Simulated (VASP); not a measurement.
## TiPd: vibrations by perturbation theory with LDA

Crystal: TiPd.

```
Ti Pd
1.0
     3.12509    0.00000    0.00000
     0.00000    3.12509    0.00000
     0.00000    0.00000    3.12509
Ti Pd
1 1
Direct
  0.50000 0.50000 0.50000
  0.00000 0.00000 0.00000
```

- Program: VASP 6.6.1
- Task: vibrations by perturbation theory
- Functional: LDA
- Potentials or basis: VASP PAW LDA potentials, release 64 (Ti_sv, Pd)
- Cutoff: 520 eV
- k mesh: 14 × 14 × 14
- Occupations: fermi-dirac, width 0.15 eV
- Spin: no spin polarisation
- Dipole correction: no
- Further INCAR settings: ALGO = Normal; EDIFF = 1e-08; NBANDS = 18; IBRION = 8; NSW = 1

The highest phonon frequency at Γ is 164 cm⁻¹.

Phonon frequencies in cm⁻¹ (negative: imaginary):
```
              q point        frequencies
(0.000, 0.000, 0.000)  0 0 0 164 164 164
```

It took 10 min on 1 thread of Intel Xeon 8259CL, on a shared host, peak memory 0.42 GiB.

Caveat: the cell stands under pressure or tension, which shifts response properties.
